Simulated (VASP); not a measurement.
# Si5PdW2 (P6/mmm) in VASP: notebook

The runs below take Si5PdW2 through single point, with PBE.

Everything below comes from runs of VASP 6.6.1. Logs are shortened: lines on timing, memory, paths and dates and some standing lists are left out, and cuts for length are marked.

## 1. The cell of the first run

Symmetry: P6/mmm, No. 191, hexagonal system. Conventional cell: a = 8.040 Å, b = 8.040 Å, c = 6.791 Å, α = 90.00°, β = 90.00°, γ = 120.00°. Within 3.0 Å of Si (site symmetry 6mm) lie 1 Pd at 2.26 Å and 1 Si at 2.27 Å. Si (site symmetry mmm) has 2 W at 2.32 Å within 3.1 Å. Pd (site symmetry 6/mmm) has 2 Si at 2.26 Å within 3.0 Å. W (site symmetry -6m2) has 3 Si at 2.32 Å within 3.1 Å.

The cell was generated, and may not be a known phase.

## 2. Single point, PBE

The input, INCAR:

```
SYSTEM = Si5PdW2
PREC = Accurate
ENCUT = 500
EDIFF = 1E-6
ISMEAR = 0
SIGMA = 0.2
LREAL = .FALSE.
LASPH = .TRUE.
NELM = 120
ALGO = Normal
ISIF = 2
LWAVE = .FALSE.
LCHARG = .FALSE.
GGA = PE
NBANDS = 39
GGA_COMPAT = .FALSE.
```

The input, KPOINTS:

```
Automatic mesh
0
G
  4 4 3
  0 0 0
```

The input, POSCAR:

```
Si5PdW2
1.0
    8.0397846043     -0.0000000044      0.0000000000
   -4.0198922983      6.9626577105      0.0000000000
    0.0000000000      0.0000000000      6.7912842368
Si Pd W
5 1 2
Direct
    0.0000000000      0.0000000000      0.3327263277
    0.0000000000      0.0000000000      0.6672736723
    0.5000000000      0.0000000000      0.5000000000
    0.0000000000      0.5000000000      0.5000000000
    0.5000000000      0.5000000000      0.5000000000
    0.0000000000      0.0000000000      0.0000000000
    0.3333333333      0.6666666667      0.5000000000
    0.6666666667      0.3333333333      0.5000000000
```

Potentials or basis: VASP PAW PBE potentials, release 64 (Si, Pd, W_sv).

Command:

```
> cat potpaw_PBE.64/Si/POTCAR potpaw_PBE.64/Pd/POTCAR potpaw_PBE.64/W_sv/POTCAR > POTCAR
> mpirun -np 1 vasp_std > vasp.out
```

OUTCAR:

```text
SYSTEM = Si5PdW2
   PREC = Accurate
   ENCUT = 500
   EDIFF = 1E-6
   ISMEAR = 0
   LREAL = .FALSE.
   LASPH = .TRUE.
   NELM = 120
   ISIF = 2
   GGA = PE

 ion  position               nearest neighbor table
   1  0.000  0.000  0.333-   6 2.26   2 2.27
   2  0.000  0.000  0.667-   6 2.26   1 2.27
   3  0.500  0.000  0.500-   7 2.32   8 2.32
   4  0.000  0.500  0.500-   7 2.32   8 2.32
   5  0.500  0.500  0.500-   7 2.32   8 2.32
   6  0.000  0.000  0.000-   1 2.26   2 2.26
   7  0.333  0.667  0.500-   3 2.32   4 2.32   5 2.32
   8  0.667  0.333  0.500-   3 2.32   4 2.32   5 2.32

  LATTYP: Found a hexagonal cell.
 ALAT       =     8.0397846043
 C/A-ratio  =     0.8447097243

  Lattice vectors:

 A1 = (   8.0397846043,  -0.0000000044,   0.0000000000)
 A2 = (  -4.0198922983,   6.9626577105,   0.0000000000)
 A3 = (   0.0000000000,   0.0000000000,   6.7912842368)

Analysis of symmetry for initial positions (statically):
=====================================================================
 Subroutine PRICEL returns:
 Original cell was already a primitive cell.

 Routine SETGRP: Setting up the symmetry group for a
 hexagonal supercell.

 Subroutine GETGRP returns: Found 24 space group operations
 (whereof 24 operations were pure point group operations)
 out of a pool of 24 trial point group operations.

The static configuration has the point symmetry D_6h.

Analysis of symmetry for dynamics (positions and initial velocities):
=====================================================================
 Subroutine PRICEL returns:
 Original cell was already a primitive cell.

 Routine SETGRP: Setting up the symmetry group for a
 hexagonal supercell.

 Subroutine GETGRP returns: Found 24 space group operations
 (whereof 24 operations were pure point group operations)
 out of a pool of 24 trial point group operations.

The dynamic configuration has the point symmetry D_6h.

 Subroutine INISYM returns: Found 24 space group operations
 (whereof 24 operations are pure point group operations),
 and found     1 'primitive' translations

----------------------------------------------------------------------------------------

                                     Primitive cell

  volume of cell :     380.1643

  direct lattice vectors                    reciprocal lattice vectors
     8.039784604 -0.000000004  0.000000000     0.124381442  0.071811659  0.000000000
    -4.019892298  6.962657711  0.000000000     0.000000000  0.143623318  0.000000000
     0.000000000  0.000000000  6.791284237     0.000000000  0.000000000  0.147247555

  length of vectors
     8.039784604  8.039784604  6.791284237     0.143623318  0.143623318  0.147247555

  position of ions in fractional coordinates (direct lattice)
     0.000000000  0.000000000  0.332726328
     0.000000000  0.000000000  0.667273672
     0.500000000  0.000000000  0.500000000
     0.000000000  0.500000000  0.500000000
     0.500000000  0.500000000  0.500000000
     0.000000000  0.000000000  0.000000000
     0.333333333  0.666666667  0.500000000
     0.666666667  0.333333333  0.500000000

  ion indices of the primitive-cell ions
   primitive index   ion index
                 1           1
                 2           2
                 3           3
                 4           4
                 5           5
                 6           6
                 7           7
                 8           8

----------------------------------------------------------------------------------------

 KPOINTS: Automatic mesh

Automatic generation of k-mesh.
 Grid dimensions read from file:
 generate k-points for:    4    4    3

 Generating k-lattice:

  Cartesian coordinates                     Fractional coordinates (reciprocal lattice)
     0.031095360  0.017952915  0.000000000     0.250000000  0.000000000  0.000000000
     0.000000000  0.035905829  0.000000000     0.000000000  0.250000000  0.000000000
     0.000000000  0.000000000  0.049082518     0.000000000  0.000000000  0.333333333

  Length of vectors
     0.035905829  0.035905829  0.049082518

  Shift w.r.t. Gamma in fractional coordinates (k-lattice)
     0.000000000  0.000000000  0.000000000

 Subroutine IBZKPT returns following result:
 ===========================================

 Found      8 irreducible k-points:

 Following reciprocal coordinates:
            Coordinates               Weight
  0.000000  0.000000  0.000000      1.000000
  0.250000  0.000000  0.000000      6.000000
  0.500000  0.000000  0.000000      3.000000
  0.250000  0.250000  0.000000      6.000000
  0.000000  0.000000  0.333333      2.000000
  0.250000  0.000000  0.333333     12.000000
  0.500000  0.000000  0.333333      6.000000
  0.250000  0.250000  0.333333     12.000000
   k-points           NKPTS =      8   k-points in BZ     NKDIM =      8   number of bands    NBANDS=     39
   number of dos      NEDOS =    301   number of ions     NIONS =      8
   total plane-waves  NPLWV = 180000
   dimension x,y,z NGX =    60 NGY =   60 NGZ =   50
   dimension x,y,z NGXF=   120 NGYF=  120 NGZF=  100
   ions per type =               5   1   2
   NGX,Y,Z   is equivalent  to a cutoff of  12.41, 12.41, 12.24 a.u.
   NGXF,Y,Z  is equivalent  to a cutoff of  24.81, 24.81, 24.48 a.u.
 SYSTEM =  Si5PdW2
   PREC   = accura    normal or accurate (medium, high low for compatibility)
   ISTART =      0    job   : 0-new  1-cont  2-samecut
   ICHARG =      2    charge: 1-file 2-atom 10-const
   ISPIN  =      1    spin polarized calculation?
   LNONCOLLINEAR =      F non collinear calculations
   LSORBIT =      F    spin-orbit coupling
   LASPH  =      T    aspherical Exc in radial PAW
   ENCUT  =  500.0 eV  36.75 Ry    6.06 a.u.  14.66 14.66 12.38*2*pi/ulx,y,z
   NELM   =    120;   NELMIN=  2; NELMDL= -5     # of ELM steps
   EDIFF  = 0.1E-05   stopping-criterion for ELM
   LREAL  =      F    real-space projection
   EDIFFG = 0.1E-04   stopping-criterion for IOM
   NSW    =      0    number of steps for IOM
   IBRION =     -1    ionic relax: 0-MD 1-quasi-New 2-CG
   NFREE  =      0    steps in history (QN), initial steepest desc. (CG)
   ISIF   =      2    stress and relaxation
   ISYM   =      2    0-nonsym 1-usesym 2-fastsym
   POTIM  = 0.5000    time-step for ionic-motion
   TEBEG  =    0.0;   TEEND  =   0.0 temperature during run
   PSTRESS=    0.0 pullay stress
   NELECT =      58.0000    total number of electrons
   NUPDOWN=      -1.0000    fix difference up-down
   EMIN   =  10.00;   EMAX   =-10.00  energy-range for DOS
   EFERMI =   0.00;   METHOD = LEGACY
   ISMEAR =     0;   SIGMA  =   0.20  broadening in eV -4-tet -1-fermi 0-gaus
   EFERMI_NEDOS =   21; number of points for ismear=-14 and -15
   IALGO  =     38    algorithm
   IMIX   =      4    mixing-type and parameters
     AMIX     =   0.40;   BMIX     =  1.00
     AMIX_MAG =   1.60;   BMIX_MAG =  1.00
  volume/ion in A,a.u.               =      47.52       320.68
  Fermi-wavevector in a.u.,A,eV,Ry     =   0.874770  1.653075 10.411477  0.765222
  Thomas-Fermi vector in A             =   1.994347
   LORBIT       =      0    0 simple, 1 ext, 2 COOP (PROOUT), +10 PAW based schemes
   GGA     = PE    functional components
   LHFCALC =     F    Hartree Fock is set to
   AEXX    =    0.0000 exact exchange contribution
   IVDW    =     0    specifies the selected vdW correction
   LEPSILON=     F    determine dielectric tensor
   LRPA    =     F    only Hartree local field effects (RPA)
 non-spin polarized calculation
 Gauss-broadening in eV      SIGMA  =   0.20
  energy-cutoff  :      500.00
  volume of cell :      380.16
 maximum number of plane-waves:      9691
 NGX is ok and might be reduce to    60
   NGX = 29   NGY = 29   NGZ = 25

 number of electron      58.0000009 magnetization

 Free energy of the ion-electron system (eV)
  ---------------------------------------------------
  ext. energy  EPLUGINS =         0.00000000
  ---------------------------------------------------
  free energy    TOTEN  =       -41.08397953 eV

  energy without entropy =      -40.75306005  energy(sigma->0) =      -40.91851979

 E-fermi :  -0.1169     XC(G=0):  -6.2764

 val. band max:       -0.1304156195   @ k =   0.2500   0.2500   0.0000
 cond. band min:      -0.1155920350   @ k =   0.2500   0.0000   0.0000
 fundamental gap:      0.0148235845
 Fermi energy:        -0.1168709625

 k-point     1 :       0.0000    0.0000    0.0000
  band No.  band energies     occupation
      1     -73.6445      2.00000
      2     -73.6443      2.00000
      3     -38.0916      2.00000
      4     -38.0915      2.00000
      5     -37.8553      2.00000
      6     -37.8553      2.00000
[... 31 lines left out ...]
     38       2.7730      0.00000
     39       3.6701      0.00000

 k-point     2 :       0.2500    0.0000    0.0000
  band No.  band energies     occupation
      1     -73.6445      2.00000
      2     -73.6443      2.00000
      3     -38.0916      2.00000
      4     -38.0915      2.00000
      5     -37.8553      2.00000
      6     -37.8545      2.00000
[... 31 lines left out ...]
     38       2.7938      0.00000
     39       2.9579      0.00000

 k-point     3 :       0.5000    0.0000    0.0000
  band No.  band energies     occupation
      1     -73.6444      2.00000
      2     -73.6443      2.00000
      3     -38.0916      2.00000
      4     -38.0915      2.00000
      5     -37.8553      2.00000
      6     -37.8533      2.00000
[... 31 lines left out ...]
     38       3.1434      0.00000
     39       3.4978      0.00000

 k-point     4 :       0.2500    0.2500    0.0000
  band No.  band energies     occupation
      1     -73.6444      2.00000
      2     -73.6444      2.00000
      3     -38.0916      2.00000
      4     -38.0915      2.00000
      5     -37.8553      2.00000
      6     -37.8532      2.00000
[... 31 lines left out ...]
     38       2.9635      0.00000
     39       3.0549      0.00000

 k-point     5 :       0.0000    0.0000    0.3333
  band No.  band energies     occupation
      1     -73.6445      2.00000
      2     -73.6443      2.00000
      3     -38.0916      2.00000
      4     -38.0915      2.00000
      5     -37.8553      2.00000
      6     -37.8553      2.00000
[... 31 lines left out ...]
     38       1.6683      0.00000
     39       2.9740      0.00000

 k-point     6 :       0.2500    0.0000    0.3333
  band No.  band energies     occupation
      1     -73.6445      2.00000
      2     -73.6443      2.00000
      3     -38.0916      2.00000
      4     -38.0915      2.00000
      5     -37.8553      2.00000
      6     -37.8545      2.00000
[... 31 lines left out ...]
     38       2.3119      0.00000
     39       2.3634      0.00000

 k-point     7 :       0.5000    0.0000    0.3333
  band No.  band energies     occupation
      1     -73.6444      2.00000
      2     -73.6443      2.00000
      3     -38.0916      2.00000
      4     -38.0915      2.00000
      5     -37.8553      2.00000
      6     -37.8533      2.00000
[... 31 lines left out ...]
     38       2.0596      0.00000
     39       3.0306      0.00000

 k-point     8 :       0.2500    0.2500    0.3333
  band No.  band energies     occupation
      1     -73.6444      2.00000
      2     -73.6443      2.00000
      3     -38.0916      2.00000
      4     -38.0915      2.00000
      5     -37.8553      2.00000
      6     -37.8532      2.00000
[... 31 lines left out ...]
     38       1.9531      0.00000
     39       2.9712      0.00000

------------------------ aborting loop because EDIFF is reached ----------------------------------------

  FORCE on cell =-STRESS in cart. coord.  units (eV):
  Direction    XX          YY          ZZ          XY          YZ          ZX
  --------------------------------------------------------------------------------------
  -------------------------------------------------------------------------------------
  Total        0.1464999      0.1464999      0.0361940      0.0000000     -0.0000000      0.0000000
  in kB        0.6174142      0.6174142      0.1525374      0.0000000     -0.0000000      0.0000000
  external PRESSURE =       0.4624552 kB  Pullay stress =       0.0000000 kB

 VOLUME and BASIS-vectors are now :
 -----------------------------------------------------------------------------
  energy-cutoff  :      500.00
  volume of cell :      380.16
      direct lattice vectors                 reciprocal lattice vectors
     8.039784604 -0.000000004  0.000000000     0.124381442  0.071811659  0.000000000
    -4.019892298  6.962657711  0.000000000     0.000000000  0.143623318  0.000000000
     0.000000000  0.000000000  6.791284237     0.000000000  0.000000000  0.147247555

 POSITION                                       TOTAL-FORCE (eV/Angst)
 -----------------------------------------------------------------------------------
      0.00000      0.00000      2.25964        -0.000000      0.000000      0.052691
      0.00000      0.00000      4.53165         0.000000     -0.000000     -0.052691
      4.01989     -0.00000      3.39564         0.000000     -0.000000      0.000000
     -2.00995      3.48133      3.39564         0.000000     -0.000000      0.000000
      2.00995      3.48133      3.39564         0.000000     -0.000000      0.000000
      0.00000      0.00000      0.00000         0.000000     -0.000000      0.000000
      0.00000      4.64177      3.39564         0.000000     -0.000000      0.000000
      4.01989      2.32089      3.39564        -0.000000      0.000000      0.000000
 -----------------------------------------------------------------------------------
    total drift:                                0.000000     -0.000000      0.000000

  FREE ENERGIE OF THE ION-ELECTRON SYSTEM (eV)
  ---------------------------------------------------
  free  energy   TOTEN  =       -41.0839795317 eV

  energy  without entropy=      -40.7530600478  energy(sigma->0) =      -40.91851979
```

Wall time 91 s (1 thread of Intel Xeon 6975P-C (Granite Rapids), shared host); peak memory 0.47 GiB.

Results:

```yaml
Free_energy: -41.0840 eV
Pressure: 0.0 GPa
Largest_force: 0.053 eV/Å
Band_gap_on_the_k_mesh: zero (bands 29 and 30 overlap by 0.07 eV)
```

Forces in eV/Å, atoms in the order of the input:
```
Si   0.000  0.000  0.053
Si   0.000  0.000 -0.053
Si   0.000  0.000  0.000
Si   0.000  0.000  0.000
Si   0.000  0.000  0.000
Pd   0.000  0.000  0.000
W    0.000  0.000  0.000
W    0.000  0.000  0.000
```

Levels at points of the mesh, in eV from the Fermi level:
| k point | band 27 | band 28 | band 29 | band 30 | band 31 | band 32 |
| --- | --- | --- | --- | --- | --- | --- |
| (0.00, 0.00, 0.00) | -0.21 | -0.12 | -0.12 | 0.07 | 0.15 | 0.15 |
| (0.50, 0.00, 0.00) | -0.84 | -0.45 | -0.08 | 0.06 | 0.13 | 0.20 |

Caveat: spin-orbit coupling is left out, which moves the levels of the heavy elements.

## 3. Single point, PBE

This run uses another cell than the first one, of 33.59 Å³/atom.

The input, INCAR:

```
  PREC = Accurate
  ENCUT = 500
  EDIFF = 1E-6
  ISMEAR = 0
  SIGMA = 0.2
  LREAL = F
  LASPH = T
  NELM = 120
  ALGO = Normal
  ISIF = 2
  LWAVE = F
  LCHARG = F
  GGA = PE
  NBANDS = 39
  GGA_COMPAT = F
```

The input, KPOINTS:

```
Automatic mesh
0
Gamma
  3 3 4
```

The input, POSCAR:

```
Si5PdW2
1.0
    8.1104590004     -0.0000000039      0.0000000000
   -4.0552294968      7.0238635326      0.0000000000
    0.0000000000      0.0000000000      4.7167392592
Si Pd W
5 1 2
Direct
    0.3333333333      0.6666666667      0.0000000000
    0.6666666667      0.3333333333      0.0000000000
    0.5000000000      0.0000000000      0.5000000000
    0.0000000000      0.5000000000      0.5000000000
    0.5000000000      0.5000000000      0.5000000000
    0.0000000000      0.0000000000      0.5000000000
    0.3333333333      0.6666666667      0.5000000000
    0.6666666667      0.3333333333      0.5000000000
```

Potentials or basis: VASP PAW PBE potentials, release 64 (Si, Pd, W_sv).

Command:

```
> cat potpaw_PBE.64/Si/POTCAR potpaw_PBE.64/Pd/POTCAR potpaw_PBE.64/W_sv/POTCAR > POTCAR
> mpirun -np 1 vasp_std > vasp.out
```

It took 80 s on 1 thread of Intel Xeon 6975P-C (Granite Rapids), shared host; peak memory 0.37 GiB.

Results (log left out):

- Free energy: -48.9452 eV
- Pressure: -0.3 GPa
- Band gap on the k mesh: zero (bands 29 and 30 overlap by 0.32 eV)

Stress tensor (GPa, compression positive):
```
-0.53  0.00  0.00
 0.00 -0.53  0.00
 0.00  0.00  0.20
```

Levels at points of the mesh, in eV from the Fermi level:
```
           k point  band 25  band 26  band 27  band 28  band 29  band 30  band 31  band 32  band 33  band 34
(0.00, 0.00, 0.00)    -0.35    -0.35    -0.18    -0.18    -0.12    -0.12     0.43     0.64     1.83     2.20
(0.00, 0.00, 0.50)    -0.38    -0.38    -0.27    -0.25    -0.25     0.72     0.72     1.52     1.53     1.99
```

Caveat: spin-orbit coupling is left out, which moves the levels of the heavy elements.

The gap in the log of VASP goes by the Fermi energy; the results here count the filled bands.